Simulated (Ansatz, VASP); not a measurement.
# InP: VASP beside Ansatz

File INCAR:

```
SYSTEM = InP
PREC = Accurate
ENCUT = 520
EDIFF = 1E-6
ISMEAR = 0
SIGMA = 0.05
LREAL = .False.
LASPH = .True.
NELM = 80
ALGO = Normal
ISIF = 2
LWAVE = .False.
LCHARG = .False.
NBANDS = 16
```

The input KPOINTS:

```
Automatic mesh
0
Gamma
  8 8 8
  0 0 0
```

POSCAR

```
InP
1.0
    0.0000000000      2.9133074840      2.9133074840
    2.9133074840      0.0000000000      2.9133074840
    2.9133074840      2.9133074840      0.0000000000
In P
1 1
Direct
    0.0000000000      0.0000000000      0.0000000000
    0.7500000000      0.7500000000      0.7500000000
```

Input for Ansatz:

```yaml
crystal:
  lattice:
    - [0.0, 2.913307484, 2.913307484]
    - [2.913307484, 0.0, 2.913307484]
    - [2.913307484, 2.913307484, 0.0]
  atoms:
    - { symbol: In, position: [0.0, 0.0, 0.0] }
    - { symbol: P, position: [0.75, 0.75, 0.75] }
basis:
  ecutwfc: 420
  ecutrho_ratio: 4
kpoints:
  mp_grid: { grid: [8, 8, 8] }
hamiltonian:
  xc: lda
scf:
  occupations: { method: gaussian, width: 0.05 }
output:
  forces: true
  stress: true
  eigenvalues: true
```

Alike in both runs: task single point; functional LDA; k mesh 8 × 8 × 8; occupations gaussian, width 0.05 eV; no spin polarisation.

```csv
,VASP,Ansatz
version,VASP 6.6.1,Ansatz 0.2.0
potentials or method,"VASP PAW LDA potentials, release 64 (In_d, P), cutoff 520 eV","scalar-relativistic, plane waves, PAW"
valence electrons in the cell,18,18
```

Ansatz gave:

| Item | Value |
| --- | --- |
| gap on the k mesh at the Fermi level (eV) | 0.58 |
| least direct gap on the mesh (eV) | 0.58 |
| pressure (GPa) | 0.0 |

Question: Which values does VASP return?

Answer: gap on the k mesh at the Fermi level (eV): 0.61; least direct gap on the mesh (eV): 0.61; pressure (GPa): 0.0.

LDA's correlation is that of Perdew and Zunger in VASP and of Perdew and Wang (1992) in Ansatz.
